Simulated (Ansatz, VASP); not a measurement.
## One calculation of ZnS, two programs

The input INCAR:

```
PREC = Accurate
ENCUT = 520
EDIFF = 1E-6
ISMEAR = 0
SIGMA = 0.05
LREAL = F
LASPH = T
NELM = 60
ALGO = Normal
ISIF = 2
LWAVE = F
LCHARG = F
GGA = PE
NBANDS = 16
```

KPOINTS

```
Automatic mesh
0
Gamma
  10 10 10
```

The input POSCAR:

```
ZnS
1.0
    0.0000000000      2.7046500000      2.7046500000
    2.5018012500      0.0000000000      2.7046500000
    2.5018012500      2.7046500000      0.0000000000
Zn S
1 1
Direct
    0.0000000000      0.0000000000      0.0000000000
    0.7500000000      0.7500000000      0.7500000000
```

Input for Ansatz:

```yaml
crystal:
  lattice:
    - [0.0, 2.70465, 2.70465]
    - [2.50180125, 0.0, 2.70465]
    - [2.50180125, 2.70465, 0.0]
  atoms:
    - { symbol: Zn, position: [0.0, 0.0, 0.0] }
    - { symbol: S, position: [0.75, 0.75, 0.75] }
basis:
  ecutwfc: 420
kpoints:
  mp_grid: { grid: [10, 10, 10] }
hamiltonian:
  xc: pbe
scf:
  occupations: { method: gaussian, width: 0.05 }
output:
  forces: true
  stress: true
  eigenvalues: true
```

Change from the starting cell: strain -0.0750 x Voigt [1, 0, 0, 0, 0, 0], atoms carried along.

Alike in both runs: task single point; functional PBE; k mesh 10 × 10 × 10; occupations gaussian, width 0.05 eV; no spin polarisation.

|  | VASP | Ansatz |
| --- | --- | --- |
| version | VASP 6.6.1 | Ansatz 0.2.0 |
| potentials or method | VASP PAW PBE potentials, release 64 (Zn, S), cutoff 520 eV | scalar-relativistic, plane waves, PAW |
| valence electrons in the cell | 18 | 18 |

|  | VASP | Ansatz | Ansatz less VASP |
| --- | --- | --- | --- |
| gap on the k mesh at the Fermi level (eV) | 2.28 | 2.27 | -0.012 |
| least direct gap on the mesh (eV) | 2.28 | 2.27 | -0.012 |
| pressure (GPa) | 8.3 | 8.1 | -0.17 |
| traceless stress, the component that is largest in VASP (GPa) | 1.56 | 1.58 | +0.018 |
